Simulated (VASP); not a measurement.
Crystal: B.

```
B
1.0
     2.04443    0.00000    0.00000
     0.00000    2.04443    0.00000
     0.00000    0.00000    2.37655
B
2
Direct
  0.50000 0.50000 0.74632
  0.50000 0.50000 0.25368
```

The cell was generated, and may not be a known phase.

| Property | Result |
| --- | --- |
| Program | VASP 6.6.1 |
| Task | relaxation of cell and atoms |
| Functional | PBE |
| Potentials or basis | VASP PAW PBE potentials, release 64 (B_h) |
| Cutoff | 1230 eV |
| k mesh | 8 × 8 × 8 |
| Occupations | gaussian, width 0.1 eV |
| Spin | no spin polarisation |

At the start: pressure 361.3 GPa; volume 4.97 Å³/atom.

Task: Where does the relaxation end?

Result: Over 37 steps the energy falls by 4004.2 meV/atom and the volume is 6.70 Å³/atom (+35.0 %); space group P4/mmm (No. 123, to 0.1 Å) before and after.

The path:
```tsv
step	energy change (eV)	largest force (eV/Å)	pressure (GPa)	volume (Å³)
1	0.0000	4.4806	361.26	9.93
2	-5.8597	1.5438	-34.09	27.74
3	-6.0536	1.3744	-34.63	26.39
4	-6.2029	1.1369	-34.68	25.28
5	-6.5864	3.2369	-19.50	19.45
6	-6.5641	0.9576	-27.47	21.45
7	-6.5806	1.3453	-26.35	21.04
8	-7.5412	0.6460	-14.30	16.86
9	-7.5424	0.6381	-15.65	16.99
10	-7.6363	0.8817	12.83	14.62
11	-7.6642	0.2718	2.15	15.31
12	-7.6976	0.7489	-1.13	15.35
13	-7.6986	0.8393	-1.67	15.35
14	-7.7217	0.6845	-4.13	15.31
15	-7.7595	0.2347	-9.05	15.17
16	-7.7622	0.0426	-11.32	15.11
17	-7.7918	0.0303	-5.99	14.49
18	-7.8202	0.1798	8.61	13.25
19	-7.8210	0.1685	5.57	13.46
20	-7.8498	0.3338	9.02	13.12
21	-7.8929	0.3400	15.93	12.62
22	-7.7299	1.5453	46.13	11.62
23	-7.8937	0.3956	17.96	12.53
24	-7.8778	0.0541	29.33	12.07
25	-7.8976	0.3692	20.76	12.40
26	-7.9125	0.1993	22.06	12.35
27	-7.9157	0.0190	23.09	12.31
28	-7.9336	0.0348	19.94	12.43
29	-7.9742	0.0757	11.20	12.81
30	-8.0010	0.1296	-3.47	13.60
31	-8.0016	0.1238	-1.74	13.49
32	-8.0054	0.1069	-1.75	13.50
33	-8.0075	0.0851	-1.72	13.51
34	-8.0076	0.0786	-1.72	13.52
35	-8.0076	0.0767	-1.72	13.52
36	-8.0081	0.0545	-1.03	13.48
37	-8.0084	0.0154	0.16	13.41
```

Final structure:
```yaml
crystal:
  lattice:
    - [1.92076, 0.00000, 0.00000]
    - [0.00000, 1.92076, 0.00000]
    - [0.00000, 0.00000, 3.63453]
  atoms:
    - { symbol: B, position: [0.50000, 0.50000, 0.74981] }
    - { symbol: B, position: [0.50000, 0.50000, 0.25019] }
```

Caveat: the k points lie up to 0.41 Å⁻¹ apart in the final cell, too coarse for converged energies and pressures of a metal; the volume moved by over 15 % at a fixed basis, so the end points are rough.
